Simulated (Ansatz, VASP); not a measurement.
**Mo: VASP beside Ansatz**

INCAR

```
SYSTEM = Mo
  PREC = Accurate
  ENCUT = 520
  EDIFF = 1E-7
  ISMEAR = 0
  SIGMA = 0.1
  LREAL = .False.
  LASPH = .True.
  NELM = 80
  ALGO = Normal
  ISIF = 2
  LWAVE = .False.
  LCHARG = .False.
  GGA = PS
  NBANDS = 36
```

File KPOINTS:

```
Automatic mesh
0
Gamma
  6 6 4
  0 0 0
```

POSCAR

```
Mo
1.0
    2.1447590161     -3.6349687911      0.0000000000
    2.1447590161      3.6349687911      0.0000000000
    0.0000000000      0.0000000000      4.2952238224
Mo
4
Direct
    0.1525000000      0.8475000000      0.0785000000
    0.6525000000      0.3475000000      0.4215000000
    0.8475000000      0.1525000000      0.9215000000
    0.3475000000      0.6525000000      0.5785000000
```

Input for Ansatz:

```yaml
crystal:
  lattice:
    - [2.1447590161, -3.6349687911, 0.0]
    - [2.1447590161, 3.6349687911, 0.0]
    - [0.0, 0.0, 4.2952238224]
  atoms:
    - { symbol: Mo, position: [0.1525, 0.8475, 0.0785] }
    - { symbol: Mo, position: [0.6525, 0.3475, 0.4215] }
    - { symbol: Mo, position: [0.8475, 0.1525, 0.9215] }
    - { symbol: Mo, position: [0.3475, 0.6525, 0.5785] }
basis:
  ecutwfc: 420
kpoints:
  mp_grid: { grid: [6, 6, 4] }
hamiltonian:
  xc: pbesol
scf:
  occupations: { method: gaussian, width: 0.1 }
  lower_state_search: "off"
output:
  forces: true
  stress: true
  eigenvalues: true
```

Alike in both runs: task single point; functional PBEsol; k mesh 6 × 6 × 4; occupations gaussian, width 0.1 eV; no spin polarisation.

|  | VASP | Ansatz |
| --- | --- | --- |
| version | VASP 6.6.1 | Ansatz 0.2.0 |
| potentials or method | VASP PAW PBE potentials, release 64 (Mo_sv), cutoff 520 eV | scalar-relativistic, plane waves, PAW |
| valence electrons in the cell | 56 | 56 |

|  | VASP | Ansatz | Ansatz less VASP |
| --- | --- | --- | --- |
| gap on the k mesh at the Fermi level (eV) | none | none | - |
| pressure (GPa) | 18.6 | 17.8 | -0.80 |
| traceless stress, the component that is largest in VASP (GPa) | 10.33 | 9.82 | -0.513 |
| rms of the force components (eV/Å) | 0.646 | 0.615 | -0.0314 |

VASP's potentials were made for PBE, not for PBEsol. Atom by atom the forces differ by 0.045 eV/Å (rms over components). A gap of «none» marks a metal or a gap that the smearing closes. The functional is the same, so the differences come from potentials, cutoffs and numerics.

The k mesh is coarse, so the values compare programs but aren't converged.
